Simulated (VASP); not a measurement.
# Sn (I4/mmm) in VASP: further runs

Runs on Sn. Level: r2SCAN. Tasks: single point.

Program: VASP 6.6.1. These are calculated values, not measurements. Logs are shortened: lines on timing, memory, paths and dates and some standing lists are left out, and cuts for length are marked.

## Step 1: The cell of the first run

Symmetry: I4/mmm, No. 139, tetragonal system. The conventional cell has a = 3.896 Å, b = 3.896 Å, c = 3.584 Å, α = 90.00°, β = 90.00°, γ = 90.00°. Sn (site symmetry 4/mmm) has 14 Sn at 3.29 to 3.90 Å within 4.3 Å.

## Step 2: Single point, r2SCAN

Input file POSCAR:

```
Sn
1.0
   -1.9480501607      1.9480501607      1.7922061478
    1.9480501607     -1.9480501607      1.7922061478
    1.9480501607      1.9480501607     -1.7922061478
Sn
1
Direct
    0.0000000000      0.0000000000      0.0000000000
```

Input file INCAR.step1:

```
  PREC = Accurate
  ENCUT = 520
  ISMEAR = 0
  SIGMA = 0.15
  LREAL = F
  LASPH = T
  NELM = 60
  NBANDS = 13
  GGA = PE
  ALGO = Normal
  EDIFF = 1E-4
  LWAVE = T
  LCHARG = F
```

Input file INCAR.step2:

```
  PREC = Accurate
  ENCUT = 520
  EDIFF = 1E-6
  ISMEAR = 0
  SIGMA = 0.15
  LREAL = F
  LASPH = T
  NELM = 60
  ALGO = Normal
  ISIF = 2
  LWAVE = F
  LCHARG = T
  METAGGA = R2SCAN
  LMIXTAU = T
  LELF = T
  LVHAR = T
  NBANDS = 13
  ISTART = 1
```

Input file KPOINTS:

```
Automatic mesh
0
Gamma
  20 20 20
```

Potentials or basis: VASP PAW PBE potentials, release 64 (Sn_d).

The run is started by

```
$ cat potpaw_PBE.64/Sn_d/POTCAR > POTCAR
$ cp INCAR.step1 INCAR
$ mpirun -np 1 vasp_std > vasp.out
$ cp INCAR.step2 INCAR
$ mpirun -np 1 vasp_std > vasp.out
```

OUTCAR:

```text
PREC = Accurate
   ENCUT = 520
   EDIFF = 1E-6
   ISMEAR = 0
   LREAL = F
   LASPH = T
   NELM = 60
   ISIF = 2
   METAGGA = R2SCAN
   ISTART = 1

 ion  position               nearest neighbor table
   1  0.000  0.000  0.000-

  LATTYP: Found a body centered tetragonal cell.
 ALAT       =     3.8961003214
 C/A-ratio  =     0.9200000000

  Lattice vectors:

 A1 = (  -1.9480501607,   1.9480501607,   1.7922061478)
 A2 = (   1.9480501607,  -1.9480501607,   1.7922061478)
 A3 = (   1.9480501607,   1.9480501607,  -1.7922061478)

Analysis of symmetry for initial positions (statically):
=====================================================================
 Subroutine PRICEL returns:
 Original cell was already a primitive cell.

 Routine SETGRP: Setting up the symmetry group for a
 body centered tetragonal supercell.

 Subroutine GETGRP returns: Found 16 space group operations
 (whereof 16 operations were pure point group operations)
 out of a pool of 16 trial point group operations.

The static configuration has the point symmetry D_4h.

Analysis of symmetry for dynamics (positions and initial velocities):
=====================================================================
 Subroutine PRICEL returns:
 Original cell was already a primitive cell.

 Routine SETGRP: Setting up the symmetry group for a
 body centered tetragonal supercell.

 Subroutine GETGRP returns: Found 16 space group operations
 (whereof 16 operations were pure point group operations)
 out of a pool of 16 trial point group operations.

The dynamic configuration has the point symmetry D_4h.

 Subroutine INISYM returns: Found 16 space group operations
 (whereof 16 operations are pure point group operations),
 and found     1 'primitive' translations

----------------------------------------------------------------------------------------

                                     Primitive cell

  volume of cell :      27.2050

  direct lattice vectors                    reciprocal lattice vectors
    -1.948050161  1.948050161  1.792206148     0.000000000  0.256666902  0.278985763
     1.948050161 -1.948050161  1.792206148     0.256666902  0.000000000  0.278985763
     1.948050161  1.948050161 -1.792206148     0.256666902  0.256666902  0.000000000

  length of vectors
     3.286609459  3.286609459  3.286609459     0.379092277  0.379092277  0.362981814

  position of ions in fractional coordinates (direct lattice)
     0.000000000  0.000000000  0.000000000

  ion indices of the primitive-cell ions
   primitive index   ion index
                 1           1

----------------------------------------------------------------------------------------

 KPOINTS: Automatic mesh

Automatic generation of k-mesh.
 Grid dimensions read from file:
 generate k-points for:   20   20   20

 Generating k-lattice:

  Cartesian coordinates                     Fractional coordinates (reciprocal lattice)
     0.000000000  0.012833345  0.013949288     0.050000000  0.000000000  0.000000000
     0.012833345  0.000000000  0.013949288     0.000000000  0.050000000  0.000000000
     0.012833345  0.012833345  0.000000000     0.000000000  0.000000000  0.050000000

  Length of vectors
     0.018954614  0.018954614  0.018149091

  Shift w.r.t. Gamma in fractional coordinates (k-lattice)
     0.000000000  0.000000000  0.000000000

 Subroutine IBZKPT returns following result:
 ===========================================

 Found    641 irreducible k-points:

 Following reciprocal coordinates:
            Coordinates               Weight
  0.000000  0.000000  0.000000      1.000000
  0.050000  0.000000 -0.000000      8.000000
  0.100000  0.000000 -0.000000      8.000000
  0.150000  0.000000  0.000000      8.000000
  0.200000  0.000000 -0.000000      8.000000
  0.250000  0.000000 -0.000000      8.000000
[... 16 lines left out ...]
 -0.400000  0.050000  0.000000     16.000000
 -0.350000  0.050000  0.000000     16.000000
 [... further k-points ...]
   k-points           NKPTS =    641   k-points in BZ     NKDIM =    641   number of bands    NBANDS=     13
   number of dos      NEDOS =    301   number of ions     NIONS =      1
   total plane-waves  NPLWV =  13824
   dimension x,y,z NGX =    24 NGY =   24 NGZ =   24
   dimension x,y,z NGXF=    48 NGYF=   48 NGZF=   48
   ions per type =               1
   NGX,Y,Z   is equivalent  to a cutoff of  12.14, 12.14, 12.14 a.u.
   NGXF,Y,Z  is equivalent  to a cutoff of  24.28, 24.28, 24.28 a.u.
 SYSTEM =  unknown system
   PREC   = accura    normal or accurate (medium, high low for compatibility)
   ISTART =      1    job   : 0-new  1-cont  2-samecut
   ICHARG =      0    charge: 1-file 2-atom 10-const
   ISPIN  =      1    spin polarized calculation?
   LNONCOLLINEAR =      F non collinear calculations
   LSORBIT =      F    spin-orbit coupling
   LASPH  =      T    aspherical Exc in radial PAW
   ENCUT  =  520.0 eV  38.22 Ry    6.18 a.u.   6.11  6.11  6.11*2*pi/ulx,y,z
   NELM   =     60;   NELMIN=  2; NELMDL=  0     # of ELM steps
   EDIFF  = 0.1E-05   stopping-criterion for ELM
   LREAL  =      F    real-space projection
   EDIFFG = 0.1E-04   stopping-criterion for IOM
   NSW    =      0    number of steps for IOM
   IBRION =     -1    ionic relax: 0-MD 1-quasi-New 2-CG
   NFREE  =      0    steps in history (QN), initial steepest desc. (CG)
   ISIF   =      2    stress and relaxation
   ISYM   =      2    0-nonsym 1-usesym 2-fastsym
   POTIM  = 0.5000    time-step for ionic-motion
   TEBEG  =    0.0;   TEEND  =   0.0 temperature during run
   PSTRESS=    0.0 pullay stress
   NELECT =      14.0000    total number of electrons
   NUPDOWN=      -1.0000    fix difference up-down
   EMIN   =  10.00;   EMAX   =-10.00  energy-range for DOS
   EFERMI =   0.00;   METHOD = LEGACY
   ISMEAR =     0;   SIGMA  =   0.15  broadening in eV -4-tet -1-fermi 0-gaus
   EFERMI_NEDOS =   21; number of points for ismear=-14 and -15
   IALGO  =     38    algorithm
   IMIX   =      4    mixing-type and parameters
     AMIX     =   0.40;   BMIX     =  1.00
     AMIX_MAG =   1.60;   BMIX_MAG =  1.00
  volume/ion in A,a.u.               =      27.20       183.59
  Fermi-wavevector in a.u.,A,eV,Ry     =   1.311902  2.479136 23.416813  1.721087
  Thomas-Fermi vector in A             =   2.442332
   LORBIT       =      0    0 simple, 1 ext, 2 COOP (PROOUT), +10 PAW based schemes
   METAGGA = R2SCAN    functional components
   LHFCALC =     F    Hartree Fock is set to
   AEXX    =    0.0000 exact exchange contribution
   IVDW    =     0    specifies the selected vdW correction
   LEPSILON=     F    determine dielectric tensor
   LRPA    =     F    only Hartree local field effects (RPA)
 non-spin polarized calculation
 Gauss-broadening in eV      SIGMA  =   0.15
  energy-cutoff  :      520.00
  volume of cell :       27.20
 maximum number of plane-waves:       751
   NGX = 13   NGY = 13   NGZ = 13

 number of electron      13.9999993 magnetization

 Free energy of the ion-electron system (eV)
  ---------------------------------------------------
  ext. energy  EPLUGINS =         0.00000000
  ---------------------------------------------------
  free energy    TOTEN  =       -24.51254396 eV

  energy without entropy =      -24.50706069  energy(sigma->0) =      -24.50980233

 E-fermi :   8.0196     XC(G=0): -11.2566

 val. band max:        8.0146996738   @ k =   0.4500   0.2500   0.1000
 cond. band min:       8.0315958780   @ k =  -0.3000  -0.4000   0.2500
 fundamental gap:      0.0168962042
 Fermi energy:         8.0196399316

 k-point     1 :       0.0000    0.0000    0.0000
  band No.  band energies     occupation
      1     -14.2597      2.00000
      2     -14.2325      2.00000
      3     -14.2325      2.00000
      4     -14.1233      2.00000
      5     -14.0744      2.00000
      6      -3.6288      2.00000
      7      16.1093      0.00000
      8      16.1093      0.00000
      9      16.9387      0.00000
     10      20.0993      0.00000
     11      20.7669      0.00000
     12      20.7669      0.00000
     13      21.8844      0.00000

 k-point     2 :       0.0500    0.0000   -0.0000
  band No.  band energies     occupation
      1     -14.2574      2.00000
      2     -14.2311      2.00000
      3     -14.2303      2.00000
      4     -14.1229      2.00000
      5     -14.0758      2.00000
      6      -3.5692      2.00000
      7      15.8460      0.00000
      8      15.8481      0.00000
      9      16.6226      0.00000
     10      19.9020      0.00000
     11      20.0685      0.00000
     12      20.7929      0.00000
     13      21.3733      0.00000

 k-point     3 :       0.1000    0.0000   -0.0000
  band No.  band energies     occupation
      1     -14.2555      2.00000
      2     -14.2275      2.00000
      3     -14.2192      2.00000
      4     -14.1213      2.00000
      5     -14.0796      2.00000
      6      -3.3904      2.00000
      7      14.8648      0.00000
      8      15.2340      0.00000
      9      16.0670      0.00000
     10      19.2005      0.00000
     11      19.2106      0.00000
     12      21.0761      0.00000
     13      21.5397      0.00000

 k-point     4 :       0.1500    0.0000    0.0000
  band No.  band energies     occupation
      1     -14.2590      2.00000
      2     -14.2227      2.00000
      3     -14.1955      2.00000
      4     -14.1185      2.00000
      5     -14.0852      2.00000
      6      -3.0919      2.00000
      7      13.3400      0.00000
      8      14.5010      0.00000
      9      15.5506      0.00000
     10      18.4901      0.00000
     11      18.5070      0.00000
     12      21.0272      0.00000
     13      22.6177      0.00000

 k-point     5 :       0.2000    0.0000   -0.0000
  band No.  band energies     occupation
      1     -14.2658      2.00000
      2     -14.2187      2.00000
      3     -14.1630      2.00000
      4     -14.1143      2.00000
      5     -14.0913      2.00000
      6      -2.6736      2.00000
      7      11.6508      0.00000
      8      13.7717      0.00000
      9      15.0445      0.00000
     10      17.8836      0.00000
     11      17.8854      0.00000
     12      21.1937      0.00000
     13      23.5855      0.00000
[... 257 lines left out ...]
 k-point    22 :      -0.4500    0.0500    0.0000
  band No.  band energies     occupation
      1     -14.2958      2.00000
      2     -14.2277      2.00000
      3     -14.1052      2.00000
      4     -14.0871      2.00000
      5     -14.0174      2.00000
      6       0.6058      2.00000
      7       4.7671      2.00000
      8      11.2587      0.00000
      9      13.1578      0.00000
     10      16.3669      0.00000
     11      17.0756      0.00000
     12      23.6912      0.00000
     13      25.4773      0.00000

 k-point    23 :      -0.4000    0.0500    0.0000
  band No.  band energies     occupation
      1     -14.2906      2.00000
      2     -14.2235      2.00000
      3     -14.1037      2.00000
      4     -14.0944      2.00000
      5     -14.0394      2.00000
      6      -0.2879      2.00000
      7       6.1240      2.00000
      8      11.5001      0.00000
      9      13.3761      0.00000
     10      16.5278      0.00000
     11      17.3226      0.00000
     12      23.3355      0.00000
     13      24.8694      0.00000

 k-point    24 :      -0.3500    0.0500    0.0000
  band No.  band energies     occupation
      1     -14.2835      2.00000
      2     -14.2193      2.00000
      3     -14.1032      2.00000
      4     -14.1013      2.00000
      5     -14.0694      2.00000
      6      -1.1022      2.00000
      7       7.6183      1.99985
      8      11.8701      0.00000
      9      13.6960      0.00000
     10      16.7828      0.00000
     11      17.6540      0.00000
     12      22.7362      0.00000
     13      24.3770      0.00000

 [... further k-points ...]

------------------------ aborting loop because EDIFF is reached ----------------------------------------

  FORCE on cell =-STRESS in cart. coord.  units (eV):
  Direction    XX          YY          ZZ          XY          YZ          ZX
  --------------------------------------------------------------------------------------
  -------------------------------------------------------------------------------------
  Total        0.0031942      0.0031942     -0.2458031      0.0000000      0.0000000      0.0000000
  in kB        0.1881153      0.1881153    -14.4760357      0.0000000      0.0000000      0.0000000
  external PRESSURE =      -4.6999351 kB  Pullay stress =       0.0000000 kB

 VOLUME and BASIS-vectors are now :
 -----------------------------------------------------------------------------
  energy-cutoff  :      520.00
  volume of cell :       27.20
      direct lattice vectors                 reciprocal lattice vectors
    -1.948050161  1.948050161  1.792206148     0.000000000  0.256666902  0.278985763
     1.948050161 -1.948050161  1.792206148     0.256666902  0.000000000  0.278985763
     1.948050161  1.948050161 -1.792206148     0.256666902  0.256666902  0.000000000

 POSITION                                       TOTAL-FORCE (eV/Angst)
 -----------------------------------------------------------------------------------
      0.00000      0.00000      0.00000        -0.000000      0.000000     -0.000000
 -----------------------------------------------------------------------------------
    total drift:                               -0.000000      0.000000      0.000000

  FREE ENERGIE OF THE ION-ELECTRON SYSTEM (eV)
  ---------------------------------------------------
  free  energy   TOTEN  =       -24.5125439621 eV

  energy  without entropy=      -24.5070606944  energy(sigma->0) =      -24.50980233
```

It took 11 min on 1 thread of Intel Xeon 8259CL, shared host; peak memory 0.32 GiB.

Results:

| Quantity | Value |
| --- | --- |
| Free energy | -24.5125 eV |
| Pressure | -0.5 GPa |
| Band gap on the k mesh | zero (bands 7 and 8 overlap by 10.50 eV) |

Stress tensor (GPa, compression positive):
```
 0.02  0.00  0.00
 0.00  0.02  0.00
 0.00  0.00 -1.45
```

Caveat: the PAW data sets were made with another functional, which shifts forces and pressure a little; spin-orbit coupling is left out, which moves the levels of the heavy elements.

## Step 3: Single point, r2SCAN

Input file POSCAR:

```
Sn
1.0
   -1.8354047422      1.8354047422      2.0189452164
    1.8354047422     -1.8354047422      2.0189452164
    1.8354047422      1.8354047422     -2.0189452164
Sn
1
Direct
    0.0000000000      0.0000000000      0.0000000000
```

Input file INCAR.step1:

```
SYSTEM = Sn
PREC = Accurate
ENCUT = 520
ISMEAR = 0
SIGMA = 0.15
LREAL = .False.
LASPH = .True.
NELM = 100
NBANDS = 13
GGA = PE
ALGO = Normal
EDIFF = 1E-4
LWAVE = .True.
LCHARG = .False.
```

Input file INCAR.step2:

```
SYSTEM = Sn
PREC = Accurate
ENCUT = 520
EDIFF = 1E-6
ISMEAR = 0
SIGMA = 0.15
LREAL = .False.
LASPH = .True.
NELM = 100
ALGO = Normal
ISIF = 2
LWAVE = .False.
LCHARG = .True.
METAGGA = R2SCAN
LMIXTAU = .True.
LELF = .True.
LVHAR = .True.
NBANDS = 13
ISTART = 1
```

Input file KPOINTS:

```
regular mesh
0
Gamma
  20 20 20
  0 0 0
```

Potentials or basis: VASP PAW PBE potentials, release 64 (Sn_d).

The run is started by

```
$ cat potpaw_PBE.64/Sn_d/POTCAR > POTCAR
$ cp INCAR.step1 INCAR
$ mpirun -np 1 vasp_std > vasp.out
$ cp INCAR.step2 INCAR
$ mpirun -np 1 vasp_std > vasp.out
```

Wall time 10 min (1 thread of Intel Xeon 8259CL, shared host); peak memory 0.32 GiB.

Results (log left out):

* Free energy: -24.5085 eV
* Pressure: -0.3 GPa
* Band gap on the k mesh: zero (bands 7 and 8 overlap by 10.58 eV)

Stress tensor (GPa, compression positive):
```
-0.54  0.00  0.00
 0.00 -0.54  0.00
 0.00  0.00  0.08
```

Levels at points of the mesh, in eV from the Fermi level:
| k point | band 3 | band 4 | band 5 | band 6 | band 7 | band 8 | band 9 | band 10 | band 11 | band 12 |
| --- | --- | --- | --- | --- | --- | --- | --- | --- | --- | --- |
| (0.00, 0.00, 0.00) | -22.26 | -22.16 | -22.11 | -11.67 | 8.10 | 8.48 | 8.48 | 12.10 | 12.66 | 12.66 |
| (0.50, 0.00, 0.00) | -22.16 | -22.13 | -22.05 | -6.86 | -4.78 | 4.22 | 6.36 | 9.06 | 9.21 | 13.95 |
| (0.50, 0.50, 0.00) | -22.13 | -22.11 | -22.03 | -6.21 | -4.52 | 3.00 | 4.72 | 7.59 | 7.69 | 17.84 |
| (0.50, 0.50, 0.50) | -22.08 | -22.05 | -22.05 | -2.62 | -1.79 | 0.08 | 0.08 | 4.10 | 4.57 | 19.25 |

Caveat: the PAW data sets were made with another functional, which shifts forces and pressure a little; spin-orbit coupling is left out, which moves the levels of the heavy elements.
